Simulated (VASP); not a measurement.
# Zr in VASP: a series of runs

The runs below take Zr through electric field gradients, with PBEsol.

All numbers are computed with VASP 6.6.1; they aren't measurements. Logs are shortened: lines on timing, memory, paths and dates and some standing lists are left out, and cuts for length are marked.

### 1 The cell of the first run

It takes space group P6_3/mmc (No. 194, hexagonal). The conventional cell has a = 3.167 Å, b = 3.167 Å, c = 5.147 Å, α = 90.00°, β = 90.00°, γ = 120.00°. Within 4.2 Å of Zr (site symmetry -6m2) lie 12 Zr at 3.16 to 3.17 Å.

### 2 Electric field gradients, PBEsol (equal xx and yy strain of -2 %)

The input, INCAR:

```
PREC     = Accurate       # precision mode
ENCUT    = 520            # plane-wave cutoff, eV
EDIFF    = 1E-8           # SCF threshold, eV
ISMEAR   = -1             # smearing method
SIGMA    = 0.08           # smearing width, eV
LREAL    = F              # projectors in reciprocal space
LASPH    = T              # aspherical terms in the spheres
NELM     = 60             # most SCF steps
ALGO     = Normal         # electronic algorithm
ISIF     = 2              # what is computed and relaxed
LWAVE    = F              # write WAVECAR
LCHARG   = F              # write CHGCAR
GGA      = PS             # functional
LEFG     = T            
NBANDS   = 19             # bands
```

The input, KPOINTS:

```
regular mesh
0
Gamma
  13 13 7
```

The input, POSCAR:

```
Zr
1.0
    3.1673582580      0.0000000000      0.0000000000
   -1.5836791290      2.7430127143      0.0000000000
    0.0000000000      0.0000000000      5.1470000000
Zr
2
Direct
    0.3333333333      0.6666666667      0.2500000000
    0.6666666667      0.3333333333      0.7500000000
```

Potentials or basis: VASP PAW PBE potentials, release 64 (Zr_sv).

On the command line:

```
$ cat potpaw_PBE.64/Zr_sv/POTCAR > POTCAR
$ mpirun -np 1 vasp_std > vasp.out
```

OUTCAR:

```text
PREC = Accurate
   ENCUT = 520
   EDIFF = 1E-8
   ISMEAR = -1
   LREAL = F
   LASPH = T
   NELM = 60
   ISIF = 2
   GGA = PS

 ion  position               nearest neighbor table
   1  0.333  0.667  0.250-   2 3.16   2 3.16   2 3.16   2 3.16   2 3.16   2 3.16
   2  0.667  0.333  0.750-   1 3.16   1 3.16   1 3.16   1 3.16   1 3.16   1 3.16

  LATTYP: Found a hexagonal cell.
 ALAT       =     3.1673582580
 C/A-ratio  =     1.6250135225

  Lattice vectors:

 A1 = (   3.1673582580,   0.0000000000,   0.0000000000)
 A2 = (  -1.5836791290,   2.7430127143,   0.0000000000)
 A3 = (   0.0000000000,   0.0000000000,   5.1470000000)

Analysis of symmetry for initial positions (statically):
=====================================================================
 Subroutine PRICEL returns:
 Original cell was already a primitive cell.

 Routine SETGRP: Setting up the symmetry group for a
 hexagonal supercell.

 Subroutine GETGRP returns: Found 24 space group operations
 (whereof 12 operations were pure point group operations)
 out of a pool of 24 trial point group operations.

The static configuration has the point symmetry D_3d.
 The point group associated with its full space group is D_6h.

Analysis of symmetry for dynamics (positions and initial velocities):
=====================================================================
 Subroutine PRICEL returns:
 Original cell was already a primitive cell.

 Routine SETGRP: Setting up the symmetry group for a
 hexagonal supercell.

 Subroutine GETGRP returns: Found 24 space group operations
 (whereof 12 operations were pure point group operations)
 out of a pool of 24 trial point group operations.

The dynamic configuration has the point symmetry D_3d.
 The point group associated with its full space group is D_6h.

 Subroutine INISYM returns: Found 24 space group operations
 (whereof 12 operations are pure point group operations),
 and found     1 'primitive' translations

----------------------------------------------------------------------------------------

                                     Primitive cell

  volume of cell :      44.7177

  direct lattice vectors                    reciprocal lattice vectors
     3.167358258  0.000000000  0.000000000     0.315720521  0.182281328  0.000000000
    -1.583679129  2.743012714  0.000000000     0.000000000  0.364562656  0.000000000
     0.000000000  0.000000000  5.147000000     0.000000000  0.000000000  0.194287935

  length of vectors
     3.167358258  3.167358258  5.147000000     0.364562656  0.364562656  0.194287935

  position of ions in fractional coordinates (direct lattice)
     0.333333333  0.666666667  0.250000000
     0.666666667  0.333333333  0.750000000

  ion indices of the primitive-cell ions
   primitive index   ion index
                 1           1
                 2           2

----------------------------------------------------------------------------------------

 KPOINTS: regular mesh

Automatic generation of k-mesh.
 Grid dimensions read from file:
 generate k-points for:   13   13    7

 Generating k-lattice:

  Cartesian coordinates                     Fractional coordinates (reciprocal lattice)
     0.024286194  0.014021641  0.000000000     0.076923077  0.000000000  0.000000000
     0.000000000  0.028043281  0.000000000     0.000000000  0.076923077  0.000000000
     0.000000000  0.000000000  0.027755419     0.000000000  0.000000000  0.142857143

  Length of vectors
     0.028043281  0.028043281  0.027755419

  Shift w.r.t. Gamma in fractional coordinates (k-lattice)
     0.000000000  0.000000000  0.000000000

 Subroutine IBZKPT returns following result:
 ===========================================

 Found     84 irreducible k-points:

 Following reciprocal coordinates:
            Coordinates               Weight
  0.000000  0.000000  0.000000      1.000000
  0.076923  0.000000  0.000000      6.000000
  0.153846  0.000000  0.000000      6.000000
  0.230769  0.000000  0.000000      6.000000
  0.307692  0.000000  0.000000      6.000000
  0.384615  0.000000  0.000000      6.000000
[... 16 lines left out ...]
  0.076923  0.000000  0.142857     12.000000
  0.153846  0.000000  0.142857     12.000000
 [... further k-points ...]
   k-points           NKPTS =     84   k-points in BZ     NKDIM =     84   number of bands    NBANDS=     19
   number of dos      NEDOS =    301   number of ions     NIONS =      2
   total plane-waves  NPLWV =  23040
   dimension x,y,z NGX =    24 NGY =   24 NGZ =   40
   dimension x,y,z NGXF=    48 NGYF=   48 NGZF=   80
   ions per type =               2
   NGX,Y,Z   is equivalent  to a cutoff of  12.60, 12.60, 12.92 a.u.
   NGXF,Y,Z  is equivalent  to a cutoff of  25.19, 25.19, 25.84 a.u.
 SYSTEM =  unknown system
   PREC   = accura    normal or accurate (medium, high low for compatibility)
   ISTART =      0    job   : 0-new  1-cont  2-samecut
   ICHARG =      2    charge: 1-file 2-atom 10-const
   ISPIN  =      1    spin polarized calculation?
   LNONCOLLINEAR =      F non collinear calculations
   LSORBIT =      F    spin-orbit coupling
   LASPH  =      T    aspherical Exc in radial PAW
   ENCUT  =  520.0 eV  38.22 Ry    6.18 a.u.   5.89  5.89  9.57*2*pi/ulx,y,z
   NELM   =     60;   NELMIN=  2; NELMDL= -5     # of ELM steps
   EDIFF  = 0.1E-07   stopping-criterion for ELM
   LREAL  =      F    real-space projection
   EDIFFG = 0.1E-06   stopping-criterion for IOM
   NSW    =      0    number of steps for IOM
   IBRION =     -1    ionic relax: 0-MD 1-quasi-New 2-CG
   NFREE  =      0    steps in history (QN), initial steepest desc. (CG)
   ISIF   =      2    stress and relaxation
   ISYM   =      2    0-nonsym 1-usesym 2-fastsym
   POTIM  = 0.5000    time-step for ionic-motion
   TEBEG  =    0.0;   TEEND  =   0.0 temperature during run
   PSTRESS=    0.0 pullay stress
   NELECT =      24.0000    total number of electrons
   NUPDOWN=      -1.0000    fix difference up-down
   EMIN   =  10.00;   EMAX   =-10.00  energy-range for DOS
   EFERMI =   0.00;   METHOD = LEGACY
   ISMEAR =    -1;   SIGMA  =   0.08  broadening in eV -4-tet -1-fermi 0-gaus
   EFERMI_NEDOS =   21; number of points for ismear=-14 and -15
   IALGO  =     38    algorithm
   IMIX   =      4    mixing-type and parameters
     AMIX     =   0.40;   BMIX     =  1.00
     AMIX_MAG =   1.60;   BMIX_MAG =  1.00
  volume/ion in A,a.u.               =      22.36       150.88
  Fermi-wavevector in a.u.,A,eV,Ry     =   1.330410  2.514110 24.082188  1.769991
  Thomas-Fermi vector in A             =   2.459499
   LORBIT       =      0    0 simple, 1 ext, 2 COOP (PROOUT), +10 PAW based schemes
   GGA     = PS    functional components
   LHFCALC =     F    Hartree Fock is set to
   AEXX    =    0.0000 exact exchange contribution
   IVDW    =     0    specifies the selected vdW correction
   LEPSILON=     F    determine dielectric tensor
   LRPA    =     F    only Hartree local field effects (RPA)
 non-spin polarized calculation
  energy-cutoff  :      520.00
  volume of cell :       44.72
 maximum number of plane-waves:      1221
 NGX is ok and might be reduce to    24
   NGX = 11   NGY = 11   NGZ = 19

 number of electron      24.0000000 magnetization

 Free energy of the ion-electron system (eV)
  ---------------------------------------------------
  ext. energy  EPLUGINS =         0.00000000
  ---------------------------------------------------
  free energy    TOTEN  =       -18.18244145 eV

  energy without entropy =      -18.13749050  energy(sigma->0) =      -18.15996597

 E-fermi :   9.2992     XC(G=0): -11.3881

 val. band max:        9.2840756279   @ k =   0.0769   0.0769   0.1429
 cond. band min:       9.3013139884   @ k =   0.3077   0.2308   0.2857
 fundamental gap:      0.0172383605
 Fermi energy:         9.2991872798

 k-point     1 :       0.0000    0.0000    0.0000
  band No.  band energies     occupation
      1     -39.3302      2.00000
      2     -39.1591      2.00000
      3     -17.9353      2.00000
      4     -16.9413      2.00000
      5     -16.9413      2.00000
      6     -16.8229      2.00000
[... 11 lines left out ...]
     18      11.6779      0.00000
     19      13.9898      0.00000

 k-point     2 :       0.0769    0.0000    0.0000
  band No.  band energies     occupation
      1     -39.3219      2.00000
      2     -39.1551      2.00000
      3     -17.9145      2.00000
      4     -16.9907      2.00000
      5     -16.9569      2.00000
      6     -16.8470      2.00000
[... 11 lines left out ...]
     18      11.5212      0.00000
     19      14.1012      0.00000

 k-point     3 :       0.1538    0.0000    0.0000
  band No.  band energies     occupation
      1     -39.2984      2.00000
      2     -39.1444      2.00000
      3     -17.8548      2.00000
      4     -17.1275      2.00000
      5     -16.9986      2.00000
      6     -16.9849      2.00000
[... 11 lines left out ...]
     18      11.5198      0.00000
     19      14.3352      0.00000

 k-point     4 :       0.2308    0.0000    0.0000
  band No.  band energies     occupation
      1     -39.2641      2.00000
      2     -39.1302      2.00000
      3     -17.7632      2.00000
      4     -17.3192      2.00000
      5     -17.1712      2.00000
      6     -17.0550      2.00000
[... 11 lines left out ...]
     18      12.2397      0.00000
     19      14.5546      0.00000

 k-point     5 :       0.3077    0.0000    0.0000
  band No.  band energies     occupation
      1     -39.2253      2.00000
      2     -39.1172      2.00000
      3     -17.6516      2.00000
      4     -17.5208      2.00000
      5     -17.3601      2.00000
      6     -17.1124      2.00000
[... 11 lines left out ...]
     18      13.1435      0.00000
     19      14.7050      0.00000
[... 334 lines left out ...]
      2     -39.1150      2.00000
      3     -17.6269      2.00000
      4     -17.4828      2.00000
      5     -17.4188      2.00000
      6     -17.3039      2.00000
[... 11 lines left out ...]
     18      14.1062      0.00000
     19      16.2048      0.00000

 k-point    22 :       0.0000    0.0000    0.1429
  band No.  band energies     occupation
      1     -39.3219      2.00000
      2     -39.1677      2.00000
      3     -17.8838      2.00000
      4     -16.9342      2.00000
      5     -16.9342      2.00000
      6     -16.8822      2.00000
[... 11 lines left out ...]
     18      11.9207      0.00000
     19      14.0275      0.00000

 k-point    23 :       0.0769    0.0000    0.1429
  band No.  band energies     occupation
      1     -39.3138      2.00000
      2     -39.1635      2.00000
      3     -17.8655      2.00000
      4     -16.9826      2.00000
      5     -16.9493      2.00000
      6     -16.9105      2.00000
[... 11 lines left out ...]
     18      11.8004      0.00000
     19      14.1173      0.00000

 k-point    24 :       0.1538    0.0000    0.1429
  band No.  band energies     occupation
      1     -39.2909      2.00000
      2     -39.1521      2.00000
      3     -17.8137      2.00000
      4     -17.1160      2.00000
      5     -17.0274      2.00000
      6     -16.9901      2.00000
[... 11 lines left out ...]
     18      11.6743      0.00000
     19      14.3010      0.00000

 [... further k-points ...]
[... 5 lines left out ...]
  --------------------------------------------------------------------------------------
  -------------------------------------------------------------------------------------
  Total        0.2048266      0.2048266     -0.0110986      0.0000000      0.0000000      0.0000000
  in kB        7.3386768      7.3386768     -0.3976492      0.0000000      0.0000000      0.0000000
  external PRESSURE =       4.7599015 kB  Pullay stress =       0.0000000 kB

 VOLUME and BASIS-vectors are now :
 -----------------------------------------------------------------------------
  energy-cutoff  :      520.00
  volume of cell :       44.72
      direct lattice vectors                 reciprocal lattice vectors
     3.167358258  0.000000000  0.000000000     0.315720521  0.182281328  0.000000000
    -1.583679129  2.743012714  0.000000000     0.000000000  0.364562656  0.000000000
     0.000000000  0.000000000  5.147000000     0.000000000  0.000000000  0.194287935

 POSITION                                       TOTAL-FORCE (eV/Angst)
 -----------------------------------------------------------------------------------
     -0.00000      1.82868      1.28675         0.000000     -0.000000      0.000000
      1.58368      0.91434      3.86025        -0.000000      0.000000      0.000000
 -----------------------------------------------------------------------------------
    total drift:                               -0.000000      0.000000     -0.000000

  FREE ENERGIE OF THE ION-ELECTRON SYSTEM (eV)
  ---------------------------------------------------
  free  energy   TOTEN  =       -18.1824414484 eV

  energy  without entropy=      -18.1374904984  energy(sigma->0) =      -18.15996597

 Electric field gradients (V/A^2)
---------------------------------------------------------------------
 ion       V_xx      V_yy      V_zz      V_xy      V_xz      V_yz
---------------------------------------------------------------------
   1     -16.380   -16.380    32.761    -0.000     0.000    -0.000
   2     -16.380   -16.380    32.761    -0.000    -0.000     0.000
---------------------------------------------------------------------

 Electric field gradients after diagonalization (V/A^2)
 (convention: |V_zz| > |V_xx| > |V_yy|)
----------------------------------------------------------------------
 ion       V_xx      V_yy      V_zz     asymmetry (V_yy - V_xx)/ V_zz
----------------------------------------------------------------------
   1     -16.380   -16.380    32.761       0.000
   2     -16.380   -16.380    32.761       0.000
----------------------------------------------------------------------

           NMR quadrupolar parameters

 Cq : quadrupolar parameter    Cq=e*Q*V_zz/h
 eta: asymmetry parameters     (V_yy - V_xx)/ V_zz
 Q  : nuclear electric quadrupole moment in mb (millibarn)
----------------------------------------------------------------------
 ion       Cq(MHz)       eta       Q (mb)
----------------------------------------------------------------------
   1       0.079       0.000       1.000
   2       0.079       0.000       1.000
----------------------------------------------------------------------
```

It took 23 s on 1 thread of Intel Xeon 6975P-C (Granite Rapids), shared host; peak memory 0.19 GiB.

Results:

```yaml
Free_energy: -18.1824 eV
Pressure: 0.5 GPa
Band_gap_on_the_k_mesh: zero (band 12 reaches 10.22 eV, above the bottom of band 13 at 9.12 eV)
```

Electric field gradients, principal values (V/Å²):
```
atom    least   middle  greatest (by size)
1 Zr  -16.380  -16.380              32.761
2 Zr  -16.380  -16.380              32.761
```

Caveat: the cell differs from its parent crystal (equal xx and yy strain of -2 %); without QUAD_EFG the Cq values of the log hold for a quadrupole moment of 1 mb, not for the nuclei; the PAW data sets were made with another functional, which shifts forces and pressure a little.

(Continued in part 2 of 3.)
